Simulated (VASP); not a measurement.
# BaTiO3 (P4mm) in VASP: notebook

BaTiO3 is run at these levels: PBE; tasks: single point.

Everything below comes from runs of VASP 6.6.1. Logs are shortened: lines on timing, memory, paths and dates and some standing lists are left out, and cuts for length are marked.

### Step 1. The cell of the first run

Symmetry: P4mm, No. 99, tetragonal system. Conventional cell: a = 4.078 Å, b = 4.078 Å, c = 4.097 Å, α = 90.00°, β = 90.00°, γ = 90.00°. Within 3.8 Å of Ba (site symmetry 4mm) lie 12 O at 2.85 to 2.93 Å and 8 Ti at 3.50 to 3.58 Å. Ti (site symmetry 4mm) has 6 O at 1.91 to 2.19 Å within 2.5 Å. Within 2.5 Å of O (site symmetry 4mm) lie 2 Ti at 1.91 to 2.19 Å. O (site symmetry 2mm) has 2 Ti at 2.04 Å within 2.7 Å.

### Step 2. Single point, PBE (13.63 Å³/atom)

The input, INCAR:

```
PREC = Accurate
ENCUT = 520
EDIFF = 1E-7
ISMEAR = -1
SIGMA = 0.08
LREAL = False
LASPH = True
NELM = 80
ALGO = Normal
ISIF = 2
LWAVE = False
LCHARG = True
GGA = PE
LELF = True
LVHAR = True
NBANDS = 28
```

The input, KPOINTS:

```
regular mesh
0
Gamma
  7 7 7
```

The input, POSCAR:

```
BaTiO3
1.0
    4.0782473671      0.0000000000      0.0000000000
    0.0000000000      4.0782473671      0.0000000000
    0.0000000000      0.0000000000      4.0968043205
Ba Ti O
1 1 3
Direct
    0.0000000000      0.0000000000      0.0000000000
    0.5000000000      0.5000000000      0.4820000000
    0.5000000000      0.5000000000      0.0160000000
    0.5000000000      0.0000000000      0.5150000000
    0.0000000000      0.5000000000      0.5150000000
```

Potentials or basis: VASP PAW PBE potentials, release 64 (Ba_sv, Ti_sv, O).

Command:

```sh
> cat potpaw_PBE.64/Ba_sv/POTCAR potpaw_PBE.64/Ti_sv/POTCAR potpaw_PBE.64/O/POTCAR > POTCAR
> mpirun -np 1 vasp_std > vasp.out
```

OUTCAR:

```text
PREC = Accurate
   ENCUT = 520
   EDIFF = 1E-7
   ISMEAR = -1
   LREAL = False
   LASPH = True
   NELM = 80
   ISIF = 2
   GGA = PE

 ion  position               nearest neighbor table
   1  0.000  0.000  0.000-   4 2.85   5 2.85   5 2.85   4 2.85   3 2.88   3 2.88   3 2.88   3 2.88
                             4 2.93   5 2.93   5 2.93   4 2.93   2 3.50   2 3.50   2 3.50   2 3.50
   2  0.500  0.500  0.482-   3 1.91   4 2.04   5 2.04   4 2.04   5 2.04   3 2.19   1 3.50   1 3.50
                             1 3.50   1 3.50   1 3.58   1 3.58   1 3.58   1 3.58
   3  0.500  0.500  0.016-   2 1.91   2 2.19   1 2.88   1 2.88   1 2.88   1 2.88
   4  0.500  0.000  0.515-   2 2.04   2 2.04   1 2.85   1 2.85   1 2.93   1 2.93
   5  0.000  0.500  0.515-   2 2.04   2 2.04   1 2.85   1 2.85   1 2.93   1 2.93

  LATTYP: Found a simple tetragonal cell.
 ALAT       =     4.0782473671
 C/A-ratio  =     1.0045502275

  Lattice vectors:

 A1 = (   4.0782473671,   0.0000000000,   0.0000000000)
 A2 = (   0.0000000000,   4.0782473671,   0.0000000000)
 A3 = (   0.0000000000,   0.0000000000,   4.0968043205)

Analysis of symmetry for initial positions (statically):
=====================================================================
 Subroutine PRICEL returns:
 Original cell was already a primitive cell.

 Routine SETGRP: Setting up the symmetry group for a
 simple tetragonal supercell.

 Subroutine GETGRP returns: Found  8 space group operations
 (whereof  8 operations were pure point group operations)
 out of a pool of 16 trial point group operations.

The static configuration has the point symmetry C_4v.

Analysis of symmetry for dynamics (positions and initial velocities):
=====================================================================
 Subroutine PRICEL returns:
 Original cell was already a primitive cell.

 Routine SETGRP: Setting up the symmetry group for a
 simple tetragonal supercell.

 Subroutine GETGRP returns: Found  8 space group operations
 (whereof  8 operations were pure point group operations)
 out of a pool of 16 trial point group operations.

The dynamic configuration has the point symmetry C_4v.

 Subroutine INISYM returns: Found  8 space group operations
 (whereof  8 operations are pure point group operations),
 and found     1 'primitive' translations

----------------------------------------------------------------------------------------

                                     Primitive cell

[... 96 lines left out ...]
   EDIFF  = 0.1E-06   stopping-criterion for ELM
   LREAL  =      F    real-space projection
   EDIFFG = 0.1E-05   stopping-criterion for IOM
   NSW    =      0    number of steps for IOM
   IBRION =     -1    ionic relax: 0-MD 1-quasi-New 2-CG
   NFREE  =      0    steps in history (QN), initial steepest desc. (CG)
   ISIF   =      2    stress and relaxation
   ISYM   =      2    0-nonsym 1-usesym 2-fastsym
   POTIM  = 0.5000    time-step for ionic-motion
   TEBEG  =    0.0;   TEEND  =   0.0 temperature during run
   PSTRESS=    0.0 pullay stress
   NELECT =      40.0000    total number of electrons
   NUPDOWN=      -1.0000    fix difference up-down
   EMIN   =  10.00;   EMAX   =-10.00  energy-range for DOS
   EFERMI =   0.00;   METHOD = LEGACY
   ISMEAR =    -1;   SIGMA  =   0.08  broadening in eV -4-tet -1-fermi 0-gaus
   EFERMI_NEDOS =   21; number of points for ismear=-14 and -15
   IALGO  =     38    algorithm
   IMIX   =      4    mixing-type and parameters
     AMIX     =   0.40;   BMIX     =  1.00
     AMIX_MAG =   1.60;   BMIX_MAG =  1.00
  volume/ion in A,a.u.               =      13.63        91.96
  Fermi-wavevector in a.u.,A,eV,Ry     =   1.370768  2.590376 25.565424  1.879006
  Thomas-Fermi vector in A             =   2.496525
   LORBIT       =      0    0 simple, 1 ext, 2 COOP (PROOUT), +10 PAW based schemes
   GGA     = PE    functional components
   LHFCALC =     F    Hartree Fock is set to
   AEXX    =    0.0000 exact exchange contribution
   IVDW    =     0    specifies the selected vdW correction
   LEPSILON=     F    determine dielectric tensor
   LRPA    =     F    only Hartree local field effects (RPA)
 non-spin polarized calculation
  energy-cutoff  :      520.00
  volume of cell :       68.14
 maximum number of plane-waves:      1849
   NGX = 15   NGY = 15   NGZ = 15

 number of electron      39.9999991 magnetization

 Free energy of the ion-electron system (eV)
  ---------------------------------------------------
  ext. energy  EPLUGINS =         0.00000000
  ---------------------------------------------------
  free energy    TOTEN  =       -39.97613027 eV

  energy without entropy =      -39.97612762  energy(sigma->0) =      -39.97612895

 E-fermi :   4.2938     XC(G=0): -10.9368

 val. band max:        3.3339244509   @ k =   0.4286   0.4286   0.4286
 cond. band min:       5.0818206238   @ k =   0.0000   0.0000   0.0000
 fundamental gap:      1.7478961729
 Fermi energy:         4.2937632001

 k-point     1 :       0.0000    0.0000    0.0000
  band No.  band energies     occupation
      1     -53.4032      2.00000
      2     -29.6204      2.00000
      3     -29.5870      2.00000
      4     -29.5870      2.00000
      5     -21.6038      2.00000
      6     -13.3769      2.00000
[... 733 lines left out ...]
     27      11.4228      0.00000
     28      11.8928      0.00000

 [... further k-points ...]

------------------------ aborting loop because EDIFF is reached ----------------------------------------

  FORCE on cell =-STRESS in cart. coord.  units (eV):
  Direction    XX          YY          ZZ          XY          YZ          ZX
  --------------------------------------------------------------------------------------
  -------------------------------------------------------------------------------------
  Total       -2.1878199     -2.1878199     -1.6828081      0.0000000     -0.0000000      0.0000000
  in kB      -51.4434153    -51.4434153    -39.5687959      0.0000000     -0.0000000      0.0000000
  external PRESSURE =     -47.4852088 kB  Pullay stress =       0.0000000 kB

 VOLUME and BASIS-vectors are now :
 -----------------------------------------------------------------------------
  energy-cutoff  :      520.00
  volume of cell :       68.14
      direct lattice vectors                 reciprocal lattice vectors
     4.078247367  0.000000000  0.000000000     0.245203370  0.000000000  0.000000000
     0.000000000  4.078247367  0.000000000     0.000000000  0.245203370  0.000000000
     0.000000000  0.000000000  4.096804321     0.000000000  0.000000000  0.244092693

 POSITION                                       TOTAL-FORCE (eV/Angst)
 -----------------------------------------------------------------------------------
      0.00000      0.00000      0.00000        -0.000000     -0.000000     -0.099356
      2.03912      2.03912      1.97466         0.000000      0.000000     -0.238722
      2.03912      2.03912      0.06555         0.000000     -0.000000      0.702222
      2.03912      0.00000      2.10985         0.000000     -0.000000     -0.182072
      0.00000      2.03912      2.10985         0.000000     -0.000000     -0.182072
 -----------------------------------------------------------------------------------
    total drift:                                0.000000      0.000000     -0.000156

  FREE ENERGIE OF THE ION-ELECTRON SYSTEM (eV)
  ---------------------------------------------------
  free  energy   TOTEN  =       -39.9761302717 eV

  energy  without entropy=      -39.9761276250  energy(sigma->0) =      -39.97612895
```

OSZICAR:

```text
N       E                     dE             d eps       ncg     rms          rms(c)
DAV:   1     0.432798662211E+03    0.43280E+03   -0.20810E+04  2240   0.153E+03
DAV:   2    -0.585258146884E+01   -0.43865E+03   -0.41763E+03  2608   0.421E+02
DAV:   3    -0.488451555829E+02   -0.42993E+02   -0.42652E+02  3104   0.132E+02
DAV:   4    -0.510274094769E+02   -0.21823E+01   -0.21767E+01  3432   0.248E+01
DAV:   5    -0.511035806178E+02   -0.76171E-01   -0.76161E-01  2992   0.353E+00    0.220E+01
DAV:   6    -0.403441018006E+02    0.10759E+02   -0.59795E+01  3300   0.644E+01    0.104E+01
DAV:   7    -0.402376185614E+02    0.10648E+00   -0.12400E+01  3012   0.254E+01    0.647E+00
DAV:   8    -0.400241875247E+02    0.21343E+00   -0.57970E-01  2724   0.624E+00    0.393E+00
DAV:   9    -0.400338172753E+02   -0.96298E-02   -0.72471E-01  3208   0.760E+00    0.223E+00
DAV:  10    -0.399819916043E+02    0.51826E-01   -0.25862E-01  2836   0.450E+00    0.603E-01
DAV:  11    -0.399765572747E+02    0.54343E-02   -0.19450E-02  3068   0.101E+00    0.249E-01
DAV:  12    -0.399761366606E+02    0.42061E-03   -0.21368E-03  2868   0.343E-01    0.637E-02
DAV:  13    -0.399761653995E+02   -0.28739E-04   -0.15256E-04  3212   0.873E-02    0.474E-02
DAV:  14    -0.399761335697E+02    0.31830E-04   -0.77039E-05  2748   0.878E-02    0.187E-02
DAV:  15    -0.399761315821E+02    0.19876E-05   -0.42828E-05  3648   0.497E-02    0.115E-02
DAV:  16    -0.399761304221E+02    0.11599E-05   -0.78663E-06  2592   0.271E-02    0.278E-03
DAV:  17    -0.399761303533E+02    0.68892E-07   -0.11084E-06  2696   0.107E-02    0.220E-03
DAV:  18    -0.399761302717E+02    0.81519E-07   -0.81956E-08  1544   0.248E-03
   1 F= -.39976130E+02 E0= -.39976129E+02  d E =-.264677E-05
```

stdout:

```text
POSCAR found type information on POSCAR BaTiO
 POSCAR found :  3 types and       5 ions
 scaLAPACK will be used
 LDA part: xc-table for (Slater+PW92), standard interpolation
 POSCAR, INCAR and KPOINTS ok, starting setup
 FFT: planning ... GRIDC
 FFT: planning ... GRID_SOFT
 FFT: planning ... GRID
 WAVECAR not read
 entering main loop
```

Run time: 43 s. Hardware: 1 thread of Intel Xeon 6975P-C (Granite Rapids), shared host; peak memory 0.22 GiB.

Results:

```
Free energy            : -39.9761 eV
Pressure               : -4.7 GPa
Largest force          : 0.702 eV/Å
Band gap on the k mesh : 1.75 eV (least direct gap 2.02 eV)
```

Forces on the atoms (eV/Å):
```
Ba   0.000  0.000 -0.099
Ti   0.000  0.000 -0.239
O    0.000  0.000  0.702
O    0.000  0.000 -0.182
O    0.000  0.000 -0.182
```

Levels at points of the mesh, in eV from the valence-band top:
```
           k point  band 16  band 17  band 18  band 19  band 20  band 21  band 22  band 23  band 24  band 25
(0.00, 0.00, 0.00)    -1.11    -0.97    -0.32    -0.27    -0.27     1.75     2.02     2.02     3.68     3.83
```

Caveat: the cell stands under tension; spin-orbit coupling is left out, which moves the levels of the heavy elements; an odd mesh through Γ misses points on the zone boundary, where band edges can lie.

(Part 1 of 2 ends here.)
